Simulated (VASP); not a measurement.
# Si6C (R-3) in VASP: further runs

Si6C is run at these levels: PBE; tasks: relaxation of shape and atoms at fixed volume.

Everything below comes from runs of VASP 6.6.1. Logs are shortened: lines on timing, memory, paths and dates and some standing lists are left out, and cuts for length are marked.

### Step 1. The cell of the first run

The structure is trigonal, space group R-3 (No. 148). Conventional cell: a = 9.920 Å, b = 9.920 Å, c = 9.182 Å, α = 90.00°, β = 90.00°, γ = 120.00°. Within 2.7 Å of Si (site symmetry 1) lie 1 C at 2.07 Å and 3 Si at 2.42 to 2.49 Å. Within 3.2 Å of Si (site symmetry 1) lie 4 Si at 2.39 to 2.42 Å. C (site symmetry 3) has 1 C at 1.63 Å and 3 Si at 2.07 Å within 2.2 Å.

### Step 2. Relaxation of shape and atoms at fixed volume, PBE (18.63 Å³/atom)

INCAR

```
SYSTEM = Si6C
  PREC = Accurate
  ENCUT = 600
  EDIFF = 1E-7
  ISMEAR = 0
  SIGMA = 0.02
  LREAL = .False.
  LASPH = .True.
  NELM = 120
  ALGO = Normal
  ISIF = 4
  LWAVE = .False.
  LCHARG = .False.
  GGA = PE
  IBRION = 2
  NSW = 50
  EDIFFG = -0.01
  GGA_COMPAT = .False.
  NELMIN = 4
```

KPOINTS

```
regular mesh
0
Gamma
  6 6 6
  0 0 0
```

POSCAR

```
Si6C
1.0
    4.9602450261      2.8637988011      3.0607459864
   -4.9602450261      2.8637988011      3.0607459864
    0.0000000000     -5.7275976022      3.0607459863
Si C
12 2
Direct
    0.3886318800      0.1382129879      0.0130307012
    0.6113681200      0.8617870121      0.9869692988
    0.6153299363      0.7387588364      0.3195468919
    0.3846700637      0.2612411636      0.6804531081
    0.0130307012      0.3886318800      0.1382129879
    0.9869692988      0.6113681200      0.8617870121
    0.3195468919      0.6153299363      0.7387588364
    0.6804531081      0.3846700637      0.2612411636
    0.1382129879      0.0130307012      0.3886318800
    0.8617870121      0.9869692988      0.6113681200
    0.2612411636      0.6804531081      0.3846700637
    0.7387588364      0.3195468919      0.6153299363
    0.9112275420      0.9112275420      0.9112275420
    0.0887724580      0.0887724580      0.0887724580
```

Potentials or basis: VASP PAW PBE potentials, release 64 (Si, C).

The run is started by

```bash
> cat potpaw_PBE.64/Si/POTCAR potpaw_PBE.64/C/POTCAR > POTCAR
> mpirun -np 1 vasp_std > vasp.out
```

OUTCAR:

```text
SYSTEM = Si6C
   PREC = Accurate
   ENCUT = 600
   EDIFF = 1E-7
   ISMEAR = 0
   LREAL = .False.
   LASPH = .True.
   NELM = 120
   ISIF = 4
   GGA = PE
   IBRION = 2
   NSW = 50
   EDIFFG = -0.01
   NELMIN = 4

 ion  position               nearest neighbor table
   1  0.389  0.138  0.013-  14 2.07   8 2.42   4 2.42   2 2.49
   2  0.611  0.862  0.987-  13 2.07   7 2.42   3 2.42   1 2.49
   3  0.615  0.739  0.320-   8 2.39  11 2.39  10 2.42   2 2.42
   4  0.385  0.261  0.680-   7 2.39  12 2.39   9 2.42   1 2.42
   5  0.013  0.389  0.138-  14 2.07  11 2.42   8 2.42   6 2.49
   6  0.987  0.611  0.862-  13 2.07  12 2.42   7 2.42   5 2.49
   7  0.320  0.615  0.739-   4 2.39  11 2.39   2 2.42   6 2.42
   8  0.680  0.385  0.261-   3 2.39  12 2.39   1 2.42   5 2.42
   9  0.138  0.013  0.389-  14 2.07   4 2.42  11 2.42  10 2.49
  10  0.862  0.987  0.611-  13 2.07   3 2.42  12 2.42   9 2.49
  11  0.261  0.680  0.385-   7 2.39   3 2.39   5 2.42   9 2.42
  12  0.739  0.320  0.615-   8 2.39   4 2.39   6 2.42  10 2.42
  13  0.911  0.911  0.911-  14 1.63   6 2.07  10 2.07   2 2.07
  14  0.089  0.089  0.089-  13 1.63   5 2.07   9 2.07   1 2.07

  LATTYP: Found a trigonal (rhomboedric) cell.
 ALAT       =     6.4941158201
 COS(alpha) =    -0.1667993985

  Lattice vectors:

 A1 = (   4.9602450261,   2.8637988011,   3.0607459864)
 A2 = (  -4.9602450261,   2.8637988011,   3.0607459864)
 A3 = (   0.0000000000,  -5.7275976022,   3.0607459863)

Analysis of symmetry for initial positions (statically):
=====================================================================
 Subroutine PRICEL returns:
 Original cell was already a primitive cell.

 Routine SETGRP: Setting up the symmetry group for a
 trigonal (rhombohedral) supercell.

 Subroutine GETGRP returns: Found  6 space group operations
 (whereof  6 operations were pure point group operations)
 out of a pool of 12 trial point group operations.

The static configuration has the point symmetry S_6 .

Analysis of symmetry for dynamics (positions and initial velocities):
=====================================================================
 Subroutine PRICEL returns:
 Original cell was already a primitive cell.

 Routine SETGRP: Setting up the symmetry group for a
 trigonal (rhombohedral) supercell.

 Subroutine GETGRP returns: Found  6 space group operations
 (whereof  6 operations were pure point group operations)
 out of a pool of 12 trial point group operations.

The dynamic configuration has the point symmetry S_6 .

 Subroutine INISYM returns: Found  6 space group operations
 (whereof  6 operations are pure point group operations),
 and found     1 'primitive' translations

----------------------------------------------------------------------------------------

                                     Primitive cell

  volume of cell :     260.8700

  direct lattice vectors                    reciprocal lattice vectors
     4.960245026  2.863798801  3.060745986     0.100801472  0.058197757  0.108905912
    -4.960245026  2.863798801  3.060745986    -0.100801472  0.058197757  0.108905912
     0.000000000 -5.727597602  3.060745986     0.000000000 -0.116395514  0.108905912

  length of vectors
     6.494115820  6.494115820  6.494115820     0.159400167  0.159400167  0.159400167

  position of ions in fractional coordinates (direct lattice)
     0.388631880  0.138212988  0.013030701
     0.611368120  0.861787012  0.986969299
     0.615329936  0.738758836  0.319546892
     0.384670064  0.261241164  0.680453108
     0.013030701  0.388631880  0.138212988
     0.986969299  0.611368120  0.861787012
     0.319546892  0.615329936  0.738758836
     0.680453108  0.384670064  0.261241164
     0.138212988  0.013030701  0.388631880
     0.861787012  0.986969299  0.611368120
     0.261241164  0.680453108  0.384670064
     0.738758836  0.319546892  0.615329936
     0.911227542  0.911227542  0.911227542
     0.088772458  0.088772458  0.088772458

  ion indices of the primitive-cell ions
   primitive index   ion index
                 1           1
                 2           2
                 3           3
                 4           4
                 5           5
                 6           6
                 7           7
                 8           8
                 9           9
                10          10
                11          11
                12          12
                13          13
                14          14

----------------------------------------------------------------------------------------

 KPOINTS: regular mesh

Automatic generation of k-mesh.
 Grid dimensions read from file:
 generate k-points for:    6    6    6

 Generating k-lattice:

  Cartesian coordinates                     Fractional coordinates (reciprocal lattice)
     0.016800245  0.009699626  0.018150985     0.166666667 -0.000000000 -0.000000000
    -0.016800245  0.009699626  0.018150985    -0.000000000  0.166666667 -0.000000000
     0.000000000 -0.019399252  0.018150985     0.000000000  0.000000000  0.166666667

  Length of vectors
     0.026566695  0.026566695  0.026566695

  Shift w.r.t. Gamma in fractional coordinates (k-lattice)
     0.000000000  0.000000000  0.000000000

 Subroutine IBZKPT returns following result:
 ===========================================

 Found     40 irreducible k-points:

 Following reciprocal coordinates:
            Coordinates               Weight
  0.000000  0.000000  0.000000      1.000000
  0.166667  0.000000  0.000000      6.000000
  0.333333  0.000000  0.000000      6.000000
  0.500000 -0.000000 -0.000000      3.000000
  0.166667  0.166667  0.000000      6.000000
  0.333333  0.166667 -0.000000      6.000000
[... 16 lines left out ...]
  0.333333  0.333333  0.166667      6.000000
  0.500000  0.333333  0.166667      6.000000
 [... further k-points ...]
   k-points           NKPTS =     40   k-points in BZ     NKDIM =     40   number of bands    NBANDS=     36
   number of dos      NEDOS =    301   number of ions     NIONS =     14
   total plane-waves  NPLWV = 157464
   dimension x,y,z NGX =    54 NGY =   54 NGZ =   54
   dimension x,y,z NGXF=   108 NGYF=  108 NGZF=  108
   ions per type =              12   2
   NGX,Y,Z   is equivalent  to a cutoff of  13.82, 13.82, 13.82 a.u.
   NGXF,Y,Z  is equivalent  to a cutoff of  27.65, 27.65, 27.65 a.u.
 SYSTEM =  Si6C
   PREC   = accura    normal or accurate (medium, high low for compatibility)
   ISTART =      0    job   : 0-new  1-cont  2-samecut
   ICHARG =      2    charge: 1-file 2-atom 10-const
   ISPIN  =      1    spin polarized calculation?
   LNONCOLLINEAR =      F non collinear calculations
   LSORBIT =      F    spin-orbit coupling
   LASPH  =      T    aspherical Exc in radial PAW
   ENCUT  =  600.0 eV  44.10 Ry    6.64 a.u.  12.97 12.97 12.97*2*pi/ulx,y,z
   NELM   =    120;   NELMIN=  4; NELMDL= -5     # of ELM steps
   EDIFF  = 0.1E-06   stopping-criterion for ELM
   LREAL  =      F    real-space projection
   EDIFFG = -.1E-01   stopping-criterion for IOM
   NSW    =     50    number of steps for IOM
   IBRION =      2    ionic relax: 0-MD 1-quasi-New 2-CG
   NFREE  =      1    steps in history (QN), initial steepest desc. (CG)
   ISIF   =      4    stress and relaxation
   ISYM   =      2    0-nonsym 1-usesym 2-fastsym
   POTIM  = 0.5000    time-step for ionic-motion
   TEBEG  =    0.0;   TEEND  =   0.0 temperature during run
   PSTRESS=    0.0 pullay stress
   NELECT =      56.0000    total number of electrons
   NUPDOWN=      -1.0000    fix difference up-down
   EMIN   =  10.00;   EMAX   =-10.00  energy-range for DOS
   EFERMI =   0.00;   METHOD = LEGACY
   ISMEAR =     0;   SIGMA  =   0.02  broadening in eV -4-tet -1-fermi 0-gaus
   EFERMI_NEDOS =   21; number of points for ismear=-14 and -15
   IALGO  =     38    algorithm
   IMIX   =      4    mixing-type and parameters
     AMIX     =   0.40;   BMIX     =  1.00
     AMIX_MAG =   1.60;   BMIX_MAG =  1.00
  volume/ion in A,a.u.               =      18.63       125.75
  Fermi-wavevector in a.u.,A,eV,Ry     =   0.980233  1.852372 13.073257  0.960857
  Thomas-Fermi vector in A             =   2.111148
   LORBIT       =      0    0 simple, 1 ext, 2 COOP (PROOUT), +10 PAW based schemes
   GGA     = PE    functional components
   LHFCALC =     F    Hartree Fock is set to
   AEXX    =    0.0000 exact exchange contribution
   IVDW    =     0    specifies the selected vdW correction
   LEPSILON=     F    determine dielectric tensor
   LRPA    =     F    only Hartree local field effects (RPA)
 conjugate gradient relaxation of ions
 non-spin polarized calculation
 Gauss-broadening in eV      SIGMA  =   0.02
  energy-cutoff  :      600.00
  volume of cell :      260.87
 maximum number of plane-waves:      8724
 NGX is ok and might be reduce to    54
   NGX = 25   NGY = 25   NGZ = 25

--------------------------------------- Ionic step        1  -------------------------------------------

 number of electron      56.0000000 magnetization

 Free energy of the ion-electron system (eV)
  ---------------------------------------------------
  ext. energy  EPLUGINS =         0.00000000
  ---------------------------------------------------
  free energy    TOTEN  =       -80.09570451 eV

  energy without entropy =      -80.09570451  energy(sigma->0) =      -80.09570451

------------------------ aborting loop because EDIFF is reached ----------------------------------------

  FORCE on cell =-STRESS in cart. coord.  units (eV):
  Direction    XX          YY          ZZ          XY          YZ          ZX
  --------------------------------------------------------------------------------------
  -------------------------------------------------------------------------------------
  Total      -13.6164591    -13.6164591    -14.0969734     -0.0000000     -0.0000000     -0.0000000
  in kB      -83.6277852    -83.6277852    -86.5789450     -0.0000002     -0.0000000     -0.0000000
  external PRESSURE =     -84.6115051 kB  Pullay stress =       0.0000000 kB
[... 225 lines left out ...]
  energy  without entropy=      -80.0994259794  energy(sigma->0) =      -80.09942598

--------------------------------------- Ionic step        6  -------------------------------------------

 number of electron      56.0000000 magnetization

 Free energy of the ion-electron system (eV)
  ---------------------------------------------------
  ext. energy  EPLUGINS =         0.00000000
  ---------------------------------------------------
  free energy    TOTEN  =       -80.09955353 eV

  energy without entropy =      -80.09955353  energy(sigma->0) =      -80.09955353

 E-fermi :   5.8502     XC(G=0):  -9.5525

 val. band max:        5.7342190505   @ k =   0.0000   0.0000   0.0000
 cond. band min:       6.2561670958   @ k =   0.5000   0.5000   0.5000
 fundamental gap:      0.5219480453
 Fermi energy:         5.8502394934

 k-point     1 :       0.0000    0.0000    0.0000
  band No.  band energies     occupation
      1      -8.2570      2.00000
      2      -5.2890      2.00000
      3      -4.8607      2.00000
      4      -3.1749      2.00000
      5      -3.1749      2.00000
      6      -3.1214      2.00000
[... 925 lines left out ...]
     35       8.2585      0.00000
     36       8.6703      0.00000

 [... further k-points ...]

------------------------ aborting loop because EDIFF is reached ----------------------------------------

  FORCE on cell =-STRESS in cart. coord.  units (eV):
  Direction    XX          YY          ZZ          XY          YZ          ZX
  --------------------------------------------------------------------------------------
  -------------------------------------------------------------------------------------
  Total      -13.5919785    -13.5919785    -13.5737008     -0.0000000     -0.0000000      0.0000000
  in kB      -83.4774336    -83.4774336    -83.3651783     -0.0000002     -0.0000000      0.0000000
  external PRESSURE =     -83.4400151 kB  Pullay stress =       0.0000000 kB
[... 29 lines left out ...]
  FREE ENERGIE OF THE ION-ELECTRON SYSTEM (eV)
  ---------------------------------------------------
  free  energy   TOTEN  =       -80.0995535339 eV

  energy  without entropy=      -80.0995535339  energy(sigma->0) =      -80.09955353

 reached required accuracy - stopping structural energy minimisation
```

It took 37 min on 1 thread of Intel Xeon Platinum 8259CL at 2.50GHz (Skylake/Cascade Lake), shared host; peak memory 0.63 GiB.

Results:

```yaml
Free_energy: -80.0996 eV
Energy_gained_by_relaxing: 0.3 meV/atom
Ionic_steps: 6
Pressure_after_relaxing: -8.3 GPa
Largest_force_after_relaxing: 0.008 eV/Å
Band_gap_on_the_k_mesh: 0.52 eV (least direct gap 1.25 eV)
```

Forces in eV/Å, atoms in the order of the input:
```
Si   0.000 -0.004  0.004
Si   0.000  0.004 -0.004
Si  -0.006  0.004 -0.004
Si   0.006 -0.004  0.004
Si   0.004  0.002  0.004
Si  -0.004 -0.002 -0.004
Si  -0.001 -0.007 -0.004
Si   0.001  0.007  0.004
Si  -0.004  0.002  0.004
Si   0.004 -0.002 -0.004
Si  -0.007 -0.003  0.004
Si   0.007  0.003 -0.004
C    0.000  0.000  0.005
C    0.000  0.000 -0.005
```

The path:
```tsv
step	energy change (eV)	largest force (eV/Å)	pressure (GPa)	volume (Å³)
1	0.0000	0.0941	-8.46	260.87
2	-0.0030	0.0371	-8.39	260.87
3	-0.0032	0.0635	-8.36	260.87
4	-0.0037	0.0198	-8.35	260.87
5	-0.0037	0.0212	-8.35	260.87
6	-0.0038	0.0084	-8.34	260.87
```

Final structure:
```cif
data_structure
_symmetry_space_group_name_H-M 'P 1'
_symmetry_Int_Tables_number 1
_cell_length_a 6.4955
_cell_length_b 6.4955
_cell_length_c 6.4955
_cell_angle_alpha 99.659
_cell_angle_beta 99.659
_cell_angle_gamma 99.659
_cell_volume 260.87
loop_
_atom_site_label
_atom_site_type_symbol
_atom_site_fract_x
_atom_site_fract_y
_atom_site_fract_z
_atom_site_occupancy
Si1 Si 0.38967 0.13888 0.01287 1
Si2 Si 0.61033 0.86112 0.98713 1
Si3 Si 0.61450 0.73790 0.31919 1
Si4 Si 0.38550 0.26210 0.68081 1
Si5 Si 0.01287 0.38967 0.13888 1
Si6 Si 0.98713 0.61033 0.86112 1
Si7 Si 0.31919 0.61450 0.73790 1
Si8 Si 0.68081 0.38550 0.26210 1
Si9 Si 0.13888 0.01287 0.38967 1
Si10 Si 0.86112 0.98713 0.61033 1
Si11 Si 0.26210 0.68081 0.38550 1
Si12 Si 0.73790 0.31919 0.61450 1
C1 C 0.91149 0.91149 0.91149 1
C2 C 0.08851 0.08851 0.08851 1
```

### Step 3. Relaxation of shape and atoms at fixed volume, PBE (14.91 Å³/atom)

This run uses another cell than the first one, of 14.91 Å³/atom.

INCAR

```
PREC = Accurate
ENCUT = 600
EDIFF = 1E-7
ISMEAR = 0
SIGMA = 0.02
LREAL = False
LASPH = True
NELM = 120
ALGO = Normal
ISIF = 4
LWAVE = False
LCHARG = False
GGA = PE
IBRION = 2
NSW = 50
EDIFFG = -0.01
GGA_COMPAT = False
NELMIN = 4
```

KPOINTS

```
regular mesh
0
Gamma
  6 6 6
```

POSCAR

```
Si6C
1.0
    4.5899788467      2.6500255227      2.8595794548
   -4.5899788467      2.6500255227      2.8595794548
    0.0000000000     -5.3000510454      2.8595794547
Si C
12 2
Direct
    0.3843422749      0.1353201781      0.0114934831
    0.6156577251      0.8646798219      0.9885065169
    0.6194874552      0.7424011837      0.3236536107
    0.3805125448      0.2575988163      0.6763463893
    0.0114934831      0.3843422749      0.1353201781
    0.9885065169      0.6156577251      0.8646798219
    0.3236536107      0.6194874552      0.7424011837
    0.6763463893      0.3805125448      0.2575988163
    0.1353201781      0.0114934831      0.3843422749
    0.8646798219      0.9885065169      0.6156577251
    0.2575988163      0.6763463893      0.3805125448
    0.7424011837      0.3236536107      0.6194874552
    0.9109635963      0.9109635963      0.9109635963
    0.0890364037      0.0890364037      0.0890364037
```

Potentials or basis: VASP PAW PBE potentials, release 64 (Si, C).

The run is started by

```bash
> cat potpaw_PBE.64/Si/POTCAR potpaw_PBE.64/C/POTCAR > POTCAR
> mpirun -np 1 vasp_std > vasp.out
```

Run time: 55 min. Hardware: 1 thread of Oxide Virtual Turin-like, shared host; peak memory 0.47 GiB.

It converged, with:

```yaml
Free_energy: -79.3673 eV
Energy_gained_by_relaxing: 0.3 meV/atom
Ionic_steps: 10
Pressure_after_relaxing: 17.6 GPa
Largest_force_after_relaxing: 0.009 eV/Å
Band_gap_on_the_k_mesh: 0.49 eV (least direct gap 0.97 eV)
```

Forces on the atoms (eV/Å):
```
Si   0.000 -0.008  0.005
Si   0.000  0.008 -0.005
Si  -0.003 -0.003 -0.002
Si   0.003  0.003  0.002
Si   0.007  0.004  0.005
Si  -0.007 -0.004 -0.005
Si   0.004 -0.001 -0.002
Si  -0.004  0.001  0.002
Si  -0.007  0.004  0.005
Si   0.007 -0.004 -0.005
Si   0.001 -0.004  0.002
Si  -0.001  0.004 -0.002
C    0.000  0.000  0.000
C    0.000  0.000  0.000
```

Step by step:
| step | energy change (eV) | largest force (eV/Å) | pressure (GPa) | volume (Å³) |
| --- | --- | --- | --- | --- |
| 1 | 0.0000 | 0.0966 | 17.80 | 208.70 |
| 2 | -0.0018 | 0.1887 | 17.68 | 208.70 |
| 3 | -0.0020 | 0.1155 | 17.71 | 208.70 |
| 4 | -0.0028 | 0.0359 | 17.66 | 208.70 |
| 5 | -0.0028 | 0.0319 | 17.66 | 208.70 |
| 6 | -0.0031 | 0.0252 | 17.65 | 208.70 |
| 7 | -0.0031 | 0.0250 | 17.65 | 208.70 |
| 8 | -0.0034 | 0.0183 | 17.64 | 208.70 |
| 9 | -0.0035 | 0.0235 | 17.62 | 208.70 |
| 10 | -0.0036 | 0.0090 | 17.61 | 208.70 |

Final structure:
```yaml
crystal:
  lattice:
    - [4.58510, 2.64721, 2.86567]
    - [-4.58510, 2.64721, 2.86567]
    - [0.00000, -5.29442, 2.86567]
  atoms:
    - { symbol: Si, position: [0.38330, 0.13470, 0.01047] }
    - { symbol: Si, position: [0.61670, 0.86530, 0.98953] }
    - { symbol: Si, position: [0.62062, 0.74332, 0.32539] }
    - { symbol: Si, position: [0.37938, 0.25668, 0.67461] }
    - { symbol: Si, position: [0.01047, 0.38330, 0.13470] }
    - { symbol: Si, position: [0.98953, 0.61670, 0.86530] }
    - { symbol: Si, position: [0.32539, 0.62062, 0.74332] }
    - { symbol: Si, position: [0.67461, 0.37938, 0.25668] }
    - { symbol: Si, position: [0.13470, 0.01047, 0.38330] }
    - { symbol: Si, position: [0.86530, 0.98953, 0.61670] }
    - { symbol: Si, position: [0.25668, 0.67461, 0.37938] }
    - { symbol: Si, position: [0.74332, 0.32539, 0.62062] }
    - { symbol: C, position: [0.91103, 0.91103, 0.91103] }
    - { symbol: C, position: [0.08897, 0.08897, 0.08897] }
```

Levels at points of the mesh, in eV from the valence-band top:
```csv
k point,band 25,band 26,band 27,band 28,band 29,band 30,band 31,band 32
"(0.00, 0.00, 0.00)",-2.19,-0.56,0.00,0.00,2.01,2.01,2.39,2.73
"(0.50, 0.00, 0.00)",-1.69,-1.35,-0.48,-0.36,1.52,1.66,2.06,2.15
"(0.50, 0.50, 0.00)",-1.79,-1.73,-1.29,-0.48,0.49,0.53,1.70,1.82
"(0.50, 0.50, 0.50)",-2.27,-1.79,-0.99,-0.99,0.52,1.76,1.76,1.78
```

A k mesh can miss the band edges.
